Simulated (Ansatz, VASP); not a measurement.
## HgTe in VASP and in Ansatz

The input INCAR:

```
ALGO     = Normal         # electronic algorithm
EDIFF    = 1E-6           # SCF threshold, eV
ENCUT    = 520            # plane-wave cutoff, eV
GGA      = PS             # functional
ISIF     = 2              # what is computed and relaxed
ISMEAR   = 0              # smearing method
LASPH    = True           # aspherical terms in the spheres
LCHARG   = True           # write CHGCAR
LELF     = True           # ELF
LREAL    = False          # projectors in reciprocal space
LVHAR    = True         
LWAVE    = False          # write WAVECAR
NBANDS   = 16             # bands
NELM     = 60             # most SCF steps
PREC     = Accurate       # precision mode
SIGMA    = 0.15           # smearing width, eV
```

Contents of KPOINTS:

```
k-points
0
Gamma
  14 14 14
```

The input POSCAR:

```
HgTe
1.0
   -0.0322350000      3.2235000000      3.2235000000
    3.2235000000     -0.0322350000      3.2235000000
    3.1912650000      3.1912650000      0.0000000000
Hg Te
1 1
Direct
    0.0000000000      0.0000000000      0.0000000000
    0.7500000000      0.7500000000      0.7500000000
```

Input for Ansatz:

```yaml
crystal:
  lattice:
    - [-0.032235, 3.2235, 3.2235]
    - [3.2235, -0.032235, 3.2235]
    - [3.191265, 3.191265, 0.0]
  atoms:
    - { symbol: Hg, position: [0.0, 0.0, 0.0] }
    - { symbol: Te, position: [0.75, 0.75, 0.75] }
basis:
  ecutwfc: 420
kpoints:
  mp_grid: { grid: [14, 14, 14] }
hamiltonian:
  xc: pbesol
scf:
  occupations: { method: gaussian, width: 0.15 }
output:
  forces: true
  stress: true
  eigenvalues: true
```

Change from the starting cell: strain -0.0200 x Voigt [0, 0, 0, 0, 0, 1], atoms carried along.

Alike in both runs: task single point; functional PBEsol; k mesh 14 × 14 × 14; occupations gaussian, width 0.15 eV; no spin polarisation.

```csv
,VASP,Ansatz
version,VASP 6.6.1,Ansatz 0.2.0
potentials or method,"VASP PAW PBE potentials, release 64 (Hg, Te), cutoff 520 eV","scalar-relativistic, plane waves, PAW"
valence electrons in the cell,18,36
```

|  | VASP | Ansatz | Ansatz less VASP |
| --- | --- | --- | --- |
| gap on the k mesh at the Fermi level (eV) | none | none | - |
| pressure (GPa) | 1.5 | 1.3 | -0.12 |
| traceless stress, the component that is largest in VASP (GPa) | 0.85 | 0.84 | -0.013 |
| rms of the force components (eV/Å) | 0.070 | 0.068 | -0.0022 |

VASP's potentials were made for PBE, not for PBEsol. Atom by atom the forces differ by 0.002 eV/Å (rms over components). A gap of «none» marks a metal or a gap that the smearing closes. The functional is the same, so the differences come from potentials, cutoffs and numerics. VASP's potentials hold 18 valence electrons a cell and Ansatz's 36, so a difference there can come from the potentials and not from the codes.

Neither program's run includes spin-orbit coupling.
